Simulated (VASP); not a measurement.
**Ge: single point with PBE**

Crystal: Ge.

```
Ge
1.0
    -1.68239    1.68239    1.68239
     1.68239   -1.68239    1.68239
     1.68239    1.68239   -1.68239
Ge
1
Direct
  0.00000 0.00000 0.00000
```

This isn't the form of Ge at room conditions, which is diamond.

```
Program             : VASP 6.6.1
Task                : single point
Functional          : PBE
Potentials or basis : VASP PAW PBE potentials, release 64 (Ge_d)
Cutoff              : 500 eV
k mesh              : 9 × 9 × 9
Occupations         : fermi-dirac, width 0.05 eV
Spin                : no spin polarisation
```

```yaml
Pressure: -0.1 GPa
Band_gap_on_the_k_mesh: zero (bands 7 and 8 overlap by 12.04 eV)
```

Levels at points of the mesh, in eV from the Fermi level:
| k point | band 5 | band 6 | band 7 | band 8 | band 9 | band 10 |
| --- | --- | --- | --- | --- | --- | --- |
| (0.00, 0.00, 0.00) | -24.53 | -12.93 | 9.21 | 9.21 | 9.21 | 15.03 |

It took 4.3 s on 1 thread of Intel(R) Xeon(R) Platinum 8488C (Sapphire Rapids) (shared host), peak memory 0.14 GiB.
